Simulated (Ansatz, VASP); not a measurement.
**CaSe in VASP and in Ansatz**

```
Ca Se
1.0
    -0.01484    2.96754    2.96754
     2.96754   -0.01484    2.96754
     2.95270    2.95270    0.00000
Ca Se
1 1
Direct
  0.00000 0.00000 0.00000
  0.50000 0.50000 0.50000
```

Change from the starting cell: shear_xy strain -1.0%.

Alike in both runs: task single point; functional PBE; k mesh 8 × 8 × 8; occupations fermi-dirac, width 0.02 eV; no spin polarisation.

|  | VASP | Ansatz |
| --- | --- | --- |
| version | VASP 6.6.1 | Ansatz 0.2.0 |
| potentials or method | VASP PAW PBE potentials, release 64 (Ca_sv, Se) | plane waves, PAW |
| plane-wave cutoff (eV) | 520 | 420 |
| valence electrons in the cell | 16 | 26 |

|  | VASP | Ansatz | Ansatz less VASP |
| --- | --- | --- | --- |
| gap on the k mesh at the Fermi level (eV) | 2.02 | 2.03 | +0.009 |
| pressure (GPa) | 0.7 | 0.6 | -0.17 |
| traceless stress, the component that is largest in VASP (GPa) | 0.27 | 0.27 | +0.002 |

VASP's potentials hold 16 valence electrons a cell and Ansatz's 26, so a difference there can come from the potentials and not from the codes.
